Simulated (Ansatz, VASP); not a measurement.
# Rh: VASP beside Ansatz

The input INCAR:

```
SYSTEM = Rh
ALGO = Fast ; EDIFF = 1E-7
ENCUT = 520 ; GGA = PS
ISIF = 2 ; ISMEAR = 0
LASPH = .TRUE. ; LCHARG = .TRUE.
LELF = .TRUE. ; LREAL = .FALSE.
LVHAR = .TRUE. ; LWAVE = .FALSE.
NBANDS = 14 ; NELM = 100
PREC = Accurate ; SIGMA = 0.15
```

File KPOINTS:

```
k-points
0
G
  22 22 22
  0 0 0
```

File POSCAR:

```
Rh
1.0
    0.0000000000      1.8540112500      1.9490887500
    1.8540112500      0.0000000000      1.9490887500
    1.8540112500      1.8540112500      0.0000000000
Rh
1
Direct
    0.0000000000      0.0000000000      0.0000000000
```

Input for Ansatz:

```yaml
crystal:
  lattice:
    - [0.0, 1.85401125, 1.94908875]
    - [1.85401125, 0.0, 1.94908875]
    - [1.85401125, 1.85401125, 0.0]
  atoms:
    - { symbol: Rh, position: [0.0, 0.0, 0.0] }
basis:
  ecutwfc: 420
kpoints:
  mp_grid: { grid: [22, 22, 22] }
hamiltonian:
  xc: pbesol
scf:
  occupations: { method: gaussian, width: 0.15 }
output:
  forces: true
  stress: true
  eigenvalues: true
```

Change from the starting cell: strain -0.025 along x and y, +0.025 along z, atoms carried along.

Alike in both runs: task single point; functional PBEsol; k mesh 22 × 22 × 22; occupations gaussian, width 0.15 eV; no spin polarisation.

|  | VASP | Ansatz |
| --- | --- | --- |
| version | VASP 6.6.1 | Ansatz 0.2.0 |
| potentials or method | VASP PAW PBE potentials, release 64 (Rh_pv), cutoff 520 eV | scalar-relativistic, plane waves, PAW |
| valence electrons in the cell | 15 | 17 |

```csv
,VASP,Ansatz,Ansatz less VASP
gap on the k mesh at the Fermi level (eV),none,none,-
pressure (GPa),2.8,2.8,+0.07
"traceless stress, the component that is largest in VASP (GPa)",-9.14,-9.16,-0.022
```

VASP's potentials were made for PBE, not for PBEsol. A gap of «none» marks a metal or a gap that the smearing closes. VASP's potentials hold 15 valence electrons a cell and Ansatz's 17, so a difference there can come from the potentials and not from the codes.
